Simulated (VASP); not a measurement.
# KF (R-3m) in VASP: a series of runs

Runs on KF. Level: LDA. Tasks: single point.

Everything below comes from runs of VASP 6.6.1. Logs are shortened: lines on timing, memory, paths and dates and some standing lists are left out, and cuts for length are marked.

### Step 1. The cell of the first run

The structure is trigonal, space group R-3m (No. 166). Conventional cell: a = 3.690 Å, b = 3.690 Å, c = 8.477 Å, α = 90.00°, β = 90.00°, γ = 120.00°. K (site symmetry -3m) has 6 F at 2.56 Å within 3.4 Å. Within 3.4 Å of F (site symmetry -3m) lie 6 K at 2.56 Å.

### Step 2. Single point, LDA

The input, INCAR:

```
PREC = Accurate
ENCUT = 520
EDIFF = 1E-6
ISMEAR = 0
SIGMA = 0.05
LREAL = F
LASPH = T
NELM = 60
ALGO = Normal
ISIF = 2
LWAVE = F
LCHARG = F
GGA = CA
NBANDS = 15
```

The input, KPOINTS:

```
regular mesh
0
Gamma
  8 8 8
```

The input, POSCAR:

```
KF
1.0
   -0.1080140933      2.5010219768      2.5010219768
    2.5010219768     -0.1080140933      2.5010219768
    2.5010219768      2.5010219768     -0.1080140933
K F
1 1
Direct
    0.0000000000      0.0000000000      0.0000000000
    0.5000000000      0.5000000000      0.5000000000
```

Potentials or basis: VASP PAW LDA potentials, release 64 (K_sv, F).

The run is started by

```console
> cat potpaw_LDA.64/K_sv/POTCAR potpaw_LDA.64/F/POTCAR > POTCAR
> mpirun -np 1 vasp_std > vasp.out
```

OUTCAR:

```text
PREC = Accurate
   ENCUT = 520
   EDIFF = 1E-6
   ISMEAR = 0
   LREAL = F
   LASPH = T
   NELM = 60
   ISIF = 2
   GGA = CA

 ion  position               nearest neighbor table
   1  0.000  0.000  0.000-   2 2.56   2 2.56   2 2.56   2 2.56   2 2.56   2 2.56
   2  0.500  0.500  0.500-   1 2.56   1 2.56   1 2.56   1 2.56   1 2.56   1 2.56

  LATTYP: Found a trigonal (rhomboedric) cell.
 ALAT       =     3.5386281100
 COS(alpha) =     0.4563863912

  Lattice vectors:

 A1 = (  -0.1080140933,   2.5010219768,   2.5010219768)
 A2 = (   2.5010219768,  -0.1080140933,   2.5010219768)
 A3 = (   2.5010219768,   2.5010219768,  -0.1080140933)

Analysis of symmetry for initial positions (statically):
=====================================================================
 Subroutine PRICEL returns:
 Original cell was already a primitive cell.

 Routine SETGRP: Setting up the symmetry group for a
 trigonal (rhombohedral) supercell.

 Subroutine GETGRP returns: Found 12 space group operations
 (whereof 12 operations were pure point group operations)
 out of a pool of 12 trial point group operations.

The static configuration has the point symmetry D_3d.

Analysis of symmetry for dynamics (positions and initial velocities):
=====================================================================
 Subroutine PRICEL returns:
 Original cell was already a primitive cell.

 Routine SETGRP: Setting up the symmetry group for a
 trigonal (rhombohedral) supercell.

 Subroutine GETGRP returns: Found 12 space group operations
 (whereof 12 operations were pure point group operations)
 out of a pool of 12 trial point group operations.

The dynamic configuration has the point symmetry D_3d.

 Subroutine INISYM returns: Found 12 space group operations
 (whereof 12 operations are pure point group operations),
 and found     1 'primitive' translations

----------------------------------------------------------------------------------------

                                     Primitive cell

  volume of cell :      33.3140

  direct lattice vectors                    reciprocal lattice vectors
    -0.108014093  2.501021977  2.501021977    -0.187412015  0.195871302  0.195871302
     2.501021977 -0.108014093  2.501021977     0.195871302 -0.187412015  0.195871302
     2.501021977  2.501021977 -0.108014093     0.195871302  0.195871302 -0.187412015

  length of vectors
     3.538628110  3.538628110  3.538628110     0.334446404  0.334446404  0.334446404

  position of ions in fractional coordinates (direct lattice)
     0.000000000  0.000000000  0.000000000
     0.500000000  0.500000000  0.500000000

  ion indices of the primitive-cell ions
   primitive index   ion index
                 1           1
                 2           2

----------------------------------------------------------------------------------------

 KPOINTS: regular mesh

Automatic generation of k-mesh.
 Grid dimensions read from file:
 generate k-points for:    8    8    8

 Generating k-lattice:

  Cartesian coordinates                     Fractional coordinates (reciprocal lattice)
    -0.023426502  0.024483913  0.024483913     0.125000000  0.000000000  0.000000000
     0.024483913 -0.023426502  0.024483913     0.000000000  0.125000000  0.000000000
     0.024483913  0.024483913 -0.023426502     0.000000000  0.000000000  0.125000000

  Length of vectors
     0.041805801  0.041805801  0.041805801

  Shift w.r.t. Gamma in fractional coordinates (k-lattice)
     0.000000000  0.000000000  0.000000000

 Subroutine IBZKPT returns following result:
 ===========================================

 Found     65 irreducible k-points:

 Following reciprocal coordinates:
            Coordinates               Weight
  0.000000  0.000000  0.000000      1.000000
  0.125000  0.000000 -0.000000      6.000000
  0.250000  0.000000 -0.000000      6.000000
  0.375000 -0.000000 -0.000000      6.000000
  0.500000  0.000000 -0.000000      3.000000
  0.125000  0.125000 -0.000000      6.000000
[... 16 lines left out ...]
  0.250000  0.125000  0.125000      6.000000
  0.375000  0.125000  0.125000      6.000000
 [... further k-points ...]
   k-points           NKPTS =     65   k-points in BZ     NKDIM =     65   number of bands    NBANDS=     15
   number of dos      NEDOS =    301   number of ions     NIONS =      2
   total plane-waves  NPLWV =  21952
   dimension x,y,z NGX =    28 NGY =   28 NGZ =   28
   dimension x,y,z NGXF=    56 NGYF=   56 NGZF=   56
   ions per type =               1   1
   NGX,Y,Z   is equivalent  to a cutoff of  13.15, 13.15, 13.15 a.u.
   NGXF,Y,Z  is equivalent  to a cutoff of  26.31, 26.31, 26.31 a.u.
 SYSTEM =  unknown system
   PREC   = accura    normal or accurate (medium, high low for compatibility)
   ISTART =      0    job   : 0-new  1-cont  2-samecut
   ICHARG =      2    charge: 1-file 2-atom 10-const
   ISPIN  =      1    spin polarized calculation?
   LNONCOLLINEAR =      F non collinear calculations
   LSORBIT =      F    spin-orbit coupling
   LASPH  =      T    aspherical Exc in radial PAW
   ENCUT  =  520.0 eV  38.22 Ry    6.18 a.u.   6.58  6.58  6.58*2*pi/ulx,y,z
   NELM   =     60;   NELMIN=  2; NELMDL= -5     # of ELM steps
   EDIFF  = 0.1E-05   stopping-criterion for ELM
   LREAL  =      F    real-space projection
   EDIFFG = 0.1E-04   stopping-criterion for IOM
   NSW    =      0    number of steps for IOM
   IBRION =     -1    ionic relax: 0-MD 1-quasi-New 2-CG
   NFREE  =      0    steps in history (QN), initial steepest desc. (CG)
   ISIF   =      2    stress and relaxation
   ISYM   =      2    0-nonsym 1-usesym 2-fastsym
   POTIM  = 0.5000    time-step for ionic-motion
   TEBEG  =    0.0;   TEEND  =   0.0 temperature during run
   PSTRESS=    0.0 pullay stress
   NELECT =      16.0000    total number of electrons
   NUPDOWN=      -1.0000    fix difference up-down
   EMIN   =  10.00;   EMAX   =-10.00  energy-range for DOS
   EFERMI =   0.00;   METHOD = LEGACY
   ISMEAR =     0;   SIGMA  =   0.05  broadening in eV -4-tet -1-fermi 0-gaus
   EFERMI_NEDOS =   21; number of points for ismear=-14 and -15
   IALGO  =     38    algorithm
   IMIX   =      4    mixing-type and parameters
     AMIX     =   0.40;   BMIX     =  1.00
     AMIX_MAG =   1.60;   BMIX_MAG =  1.00
  volume/ion in A,a.u.               =      16.66       112.41
  Fermi-wavevector in a.u.,A,eV,Ry     =   1.282053  2.422728 22.363342  1.643659
  Thomas-Fermi vector in A             =   2.414387
   LORBIT       =      0    0 simple, 1 ext, 2 COOP (PROOUT), +10 PAW based schemes
   GGA     = CA    functional components
   LHFCALC =     F    Hartree Fock is set to
   AEXX    =    0.0000 exact exchange contribution
   IVDW    =     0    specifies the selected vdW correction
   LEPSILON=     F    determine dielectric tensor
   LRPA    =     F    only Hartree local field effects (RPA)
 non-spin polarized calculation
 Gauss-broadening in eV      SIGMA  =   0.05
  energy-cutoff  :      520.00
  volume of cell :       33.31
 maximum number of plane-waves:       911
 NGX is ok and might be reduce to    28
   NGX = 13   NGY = 13   NGZ = 13

 number of electron      16.0000000 magnetization

 Free energy of the ion-electron system (eV)
  ---------------------------------------------------
  ext. energy  EPLUGINS =         0.00000000
  ---------------------------------------------------
  free energy    TOTEN  =        -9.05718684 eV

  energy without entropy =       -9.05718684  energy(sigma->0) =       -9.05718684

 E-fermi :  -2.4404     XC(G=0):  -9.7724

 val. band max:       -2.7703999696   @ k =   0.0000   0.0000   0.0000
 cond. band min:       3.7158450970   @ k =   0.0000   0.0000   0.0000
 fundamental gap:      6.4862450665
 Fermi energy:        -2.4404311923

 k-point     1 :       0.0000    0.0000    0.0000
  band No.  band energies     occupation
      1     -28.1486      2.00000
      2     -21.0948      2.00000
      3     -11.5008      2.00000
      4     -11.5008      2.00000
      5     -11.4378      2.00000
      6      -2.8199      2.00000
      7      -2.8199      2.00000
      8      -2.7704      2.00000
      9       3.7158      0.00000
     10       7.7610      0.00000
     11       7.7610      0.00000
     12       8.5811      0.00000
     13      10.0030      0.00000
     14      10.0030      0.00000
     15      14.4227      0.00000

 k-point     2 :       0.1250    0.0000   -0.0000
  band No.  band energies     occupation
      1     -28.1218      2.00000
      2     -21.1248      2.00000
      3     -11.5454      2.00000
      4     -11.5019      2.00000
      5     -11.4540      2.00000
      6      -2.9956      2.00000
      7      -2.8985      2.00000
      8      -2.8430      2.00000
      9       4.1957      0.00000
     10       7.5965      0.00000
     11       7.9848      0.00000
     12       8.7557      0.00000
     13      10.1935      0.00000
     14      10.2033      0.00000
     15      15.2707      0.00000

 k-point     3 :       0.2500    0.0000   -0.0000
  band No.  band energies     occupation
      1     -28.0559      2.00000
      2     -21.1996      2.00000
      3     -11.6694      2.00000
      4     -11.5042      2.00000
      5     -11.4748      2.00000
      6      -3.3752      2.00000
      7      -3.0829      2.00000
      8      -3.0008      2.00000
      9       5.3391      0.00000
     10       7.3803      0.00000
     11       8.5574      0.00000
     12       9.3256      0.00000
     13      10.7449      0.00000
     14      10.8040      0.00000
     15      16.6616      0.00000

 k-point     4 :       0.3750   -0.0000   -0.0000
  band No.  band energies     occupation
      1     -27.9883      2.00000
      2     -21.2763      2.00000
      3     -11.7948      2.00000
      4     -11.5060      2.00000
      5     -11.4909      2.00000
      6      -3.7015      2.00000
      7      -3.2607      2.00000
      8      -3.1511      2.00000
      9       6.2670      0.00000
     10       7.7942      0.00000
     11       9.1570      0.00000
     12       9.9040      0.00000
     13      11.6173      0.00000
     14      11.7806      0.00000
     15      15.6109      0.00000
[... 307 lines left out ...]
 k-point    22 :       0.1250    0.1250    0.1250
  band No.  band energies     occupation
      1     -28.1165      2.00000
      2     -21.1198      2.00000
      3     -11.5142      2.00000
      4     -11.5120      2.00000
      5     -11.5120      2.00000
      6      -2.9642      2.00000
      7      -2.9097      2.00000
      8      -2.9097      2.00000
      9       4.2646      0.00000
     10       8.0653      0.00000
     11       8.0653      0.00000
     12       8.0987      0.00000
     13      10.1600      0.00000
     14      10.1600      0.00000
     15      15.5519      0.00000

 k-point    23 :       0.2500    0.1250    0.1250
  band No.  band energies     occupation
      1     -28.0746      2.00000
      2     -21.1584      2.00000
      3     -11.6133      2.00000
      4     -11.5720      2.00000
      5     -11.4823      2.00000
      6      -3.2631      2.00000
      7      -3.0845      2.00000
      8      -2.8359      2.00000
      9       4.9652      0.00000
     10       7.4040      0.00000
     11       8.3127      0.00000
     12       9.0366      0.00000
     13      10.4277      0.00000
     14      10.4436      0.00000
     15      16.6904      0.00000

 k-point    24 :       0.3750    0.1250    0.1250
  band No.  band energies     occupation
      1     -28.0091      2.00000
      2     -21.2239      2.00000
      3     -11.7526      2.00000
      4     -11.6297      2.00000
      5     -11.4852      2.00000
      6      -3.5567      2.00000
      7      -3.2549      2.00000
      8      -2.9065      2.00000
      9       6.0492      0.00000
     10       7.1738      0.00000
     11       8.9172      0.00000
     12       9.7126      0.00000
     13      10.9462      0.00000
     14      11.3601      0.00000
     15      16.7098      0.00000

 [... further k-points ...]

------------------------ aborting loop because EDIFF is reached ----------------------------------------

  FORCE on cell =-STRESS in cart. coord.  units (eV):
  Direction    XX          YY          ZZ          XY          YZ          ZX
  --------------------------------------------------------------------------------------
  -------------------------------------------------------------------------------------
  Total        0.3508593      0.3508593      0.3508593      0.0916672      0.0916672      0.0916672
  in kB       16.8739526     16.8739526     16.8739526      4.4085713      4.4085713      4.4085713
  external PRESSURE =      16.8739526 kB  Pullay stress =       0.0000000 kB

 VOLUME and BASIS-vectors are now :
 -----------------------------------------------------------------------------
  energy-cutoff  :      520.00
  volume of cell :       33.31
      direct lattice vectors                 reciprocal lattice vectors
    -0.108014093  2.501021977  2.501021977    -0.187412015  0.195871302  0.195871302
     2.501021977 -0.108014093  2.501021977     0.195871302 -0.187412015  0.195871302
     2.501021977  2.501021977 -0.108014093     0.195871302  0.195871302 -0.187412015

 POSITION                                       TOTAL-FORCE (eV/Angst)
 -----------------------------------------------------------------------------------
      0.00000      0.00000      0.00000         0.000000      0.000000     -0.000000
      2.44701      2.44701      2.44701        -0.000000     -0.000000      0.000000
 -----------------------------------------------------------------------------------
    total drift:                                0.000000      0.000000      0.000000

  FREE ENERGIE OF THE ION-ELECTRON SYSTEM (eV)
  ---------------------------------------------------
  free  energy   TOTEN  =        -9.0571868357 eV

  energy  without entropy=       -9.0571868357  energy(sigma->0) =       -9.05718684
```

Run time: 14 s. Hardware: 1 thread of Intel Xeon 6975P-C (Granite Rapids), shared host; peak memory 0.15 GiB.

What came out:

| Item | Value |
| --- | --- |
| Free energy | -9.0572 eV |
| Pressure | 1.7 GPa |
| Band gap on the k mesh | 6.49 eV, direct |

Levels at points of the mesh, in eV from the valence-band top:
```tsv
k point	band 5	band 6	band 7	band 8	band 9	band 10	band 11	band 12
(0.00, 0.00, 0.00)	-8.67	-0.05	-0.05	0.00	6.49	10.53	10.53	11.35
(0.50, 0.00, 0.00)	-8.73	-1.06	-0.56	-0.44	9.23	11.15	12.17	12.89
(0.50, 0.50, 0.00)	-9.00	-0.16	-0.07	-0.02	7.91	10.82	12.48	14.19
(0.50, 0.50, 0.50)	-8.80	-1.07	-0.63	-0.63	9.40	11.42	12.65	12.65
```

A k mesh can miss the band edges.

### Step 3. Single point, LDA

This run uses another cell than the first one, of 17.21 Å³/atom, 1.033 times its volume.

The input, INCAR:

```
SYSTEM = KF
PREC = Accurate ; ENCUT = 520
EDIFF = 1E-6 ; ISMEAR = 0
SIGMA = 0.05 ; LREAL = .False.
LASPH = .True. ; NELM = 80
ALGO = Normal ; ISIF = 2
LWAVE = .False. ; LCHARG = .False.
NBANDS = 15
```

The input, KPOINTS:

```
regular mesh
0
Gamma
  8 8 8
  0 0 0
```

The input, POSCAR:

```
KF
1.0
   -0.1361156258      2.5154874739      2.5154874739
    2.5154874739     -0.1361156258      2.5154874739
    2.5154874739      2.5154874739     -0.1361156258
K F
1 1
Direct
    0.0000000000      0.0000000000      0.0000000000
    0.5000000000      0.5000000000      0.5000000000
```

Potentials or basis: VASP PAW LDA potentials, release 64 (K_sv, F).

The run is started by

```console
> cat potpaw_LDA.64/K_sv/POTCAR potpaw_LDA.64/F/POTCAR > POTCAR
> mpirun -np 1 vasp_std > vasp.out
```

OUTCAR:

```text
SYSTEM = KF
   PREC = Accurate
   ENCUT = 520
   EDIFF = 1E-6
   ISMEAR = 0
   LREAL = .False.
   LASPH = .True.
   NELM = 80
   ISIF = 2

 ion  position               nearest neighbor table
   1  0.000  0.000  0.000-   2 2.59   2 2.59   2 2.59   2 2.59   2 2.59   2 2.59
   2  0.500  0.500  0.500-   1 2.59   1 2.59   1 2.59   1 2.59   1 2.59   1 2.59

  LATTYP: Found a trigonal (rhomboedric) cell.
 ALAT       =     3.5600395962
 COS(alpha) =     0.4452371389

  Lattice vectors:

 A1 = (  -0.1361156258,   2.5154874739,   2.5154874739)
[... 620 lines left out ...]

  FORCE on cell =-STRESS in cart. coord.  units (eV):
  Direction    XX          YY          ZZ          XY          YZ          ZX
  --------------------------------------------------------------------------------------
  -------------------------------------------------------------------------------------
  Total        0.0093243      0.0093243      0.0093243      0.1249045      0.1249045      0.1249045
  in kB        0.4340795      0.4340795      0.4340795      5.8147565      5.8147565      5.8147565
  external PRESSURE =       0.4340795 kB  Pullay stress =       0.0000000 kB

 VOLUME and BASIS-vectors are now :
 -----------------------------------------------------------------------------
  energy-cutoff  :      520.00
  volume of cell :       34.42
      direct lattice vectors                 reciprocal lattice vectors
    -0.136115626  2.515487474  2.515487474    -0.183321578  0.193808770  0.193808770
     2.515487474 -0.136115626  2.515487474     0.193808770 -0.183321578  0.193808770
     2.515487474  2.515487474 -0.136115626     0.193808770  0.193808770 -0.183321578

 POSITION                                       TOTAL-FORCE (eV/Angst)
 -----------------------------------------------------------------------------------
      0.00000      0.00000      0.00000        -0.000000      0.000000     -0.000000
      2.44743      2.44743      2.44743         0.000000     -0.000000      0.000000
 -----------------------------------------------------------------------------------
    total drift:                                0.000000      0.000000      0.000000

  FREE ENERGIE OF THE ION-ELECTRON SYSTEM (eV)
  ---------------------------------------------------
  free  energy   TOTEN  =        -9.0608363851 eV

  energy  without entropy=       -9.0608363851  energy(sigma->0) =       -9.06083639
```

OSZICAR:

```text
N       E                     dE             d eps       ncg     rms          rms(c)
DAV:   1     0.117284603437E+03    0.11728E+03   -0.82974E+03  1950   0.105E+03
DAV:   2    -0.548411541243E+01   -0.12277E+03   -0.10949E+03  2538   0.297E+02
DAV:   3    -0.101209962398E+02   -0.46369E+01   -0.46140E+01  2582   0.526E+01
DAV:   4    -0.102407101604E+02   -0.11971E+00   -0.11970E+00  2594   0.836E+00
DAV:   5    -0.102423384656E+02   -0.16283E-02   -0.16283E-02  2656   0.819E-01    0.632E+00
DAV:   6    -0.913445405039E+01    0.11079E+01   -0.30341E+00  2035   0.156E+01    0.475E+00
DAV:   7    -0.908701461744E+01    0.47439E-01   -0.76639E-02  2496   0.222E+00    0.283E+00
DAV:   8    -0.906080253986E+01    0.26212E-01   -0.45940E-02  2461   0.211E+00    0.217E-01
DAV:   9    -0.906074961248E+01    0.52927E-04   -0.32011E-03  2209   0.484E-01    0.989E-02
DAV:  10    -0.906083797634E+01   -0.88364E-04   -0.28863E-04  2663   0.186E-01    0.456E-02
DAV:  11    -0.906083348476E+01    0.44916E-05   -0.37369E-05  2559   0.730E-02    0.140E-02
DAV:  12    -0.906083627415E+01   -0.27894E-05   -0.34266E-06  2198   0.201E-02    0.175E-03
DAV:  13    -0.906083638514E+01   -0.11099E-06   -0.37799E-07  1647   0.579E-03
   1 F= -.90608364E+01 E0= -.90608364E+01  d E =-.577499E-15
```

stdout:

```text
POSCAR found type information on POSCAR K F
 POSCAR found :  2 types and       2 ions
 scaLAPACK will be used
 LDA part: xc-table for (Slater(with rela. corr.)+CA(PZ))
 , standard interpolation
 POSCAR, INCAR and KPOINTS ok, starting setup
 FFT: planning ... GRIDC
 FFT: planning ... GRID_SOFT
 FFT: planning ... GRID
 WAVECAR not read
 entering main loop
```

Wall time 20 s (1 thread of AMD EPYC 7R13 (Zen 3), shared host); peak memory 0.13 GiB.

What came out:

* Free energy: -9.0608 eV
* Pressure: 0.0 GPa
* Band gap on the k mesh: 6.28 eV, direct

Stress tensor (GPa, compression positive):
```
0.04 0.58 0.58
0.58 0.04 0.58
0.58 0.58 0.04
```

Levels at points of the mesh, in eV from the valence-band top:
| k point | band 4 | band 5 | band 6 | band 7 | band 8 | band 9 | band 10 | band 11 | band 12 | band 13 |
| --- | --- | --- | --- | --- | --- | --- | --- | --- | --- | --- |
| (0.00, 0.00, 0.00) | -8.86 | -8.79 | -0.06 | -0.06 | 0.00 | 6.28 | 10.37 | 10.37 | 11.38 | 12.64 |
| (0.50, 0.00, 0.00) | -8.86 | -8.85 | -1.03 | -0.54 | -0.40 | 9.06 | 10.86 | 11.91 | 12.79 | 14.75 |
| (0.50, 0.50, 0.00) | -9.21 | -9.08 | -0.21 | -0.10 | -0.04 | 7.89 | 10.59 | 12.20 | 13.97 | 14.69 |
| (0.50, 0.50, 0.50) | -8.94 | -8.94 | -1.03 | -0.62 | -0.62 | 9.29 | 11.19 | 12.48 | 12.48 | 15.02 |

A k mesh can miss the band edges.

[end of part 1 of 2]
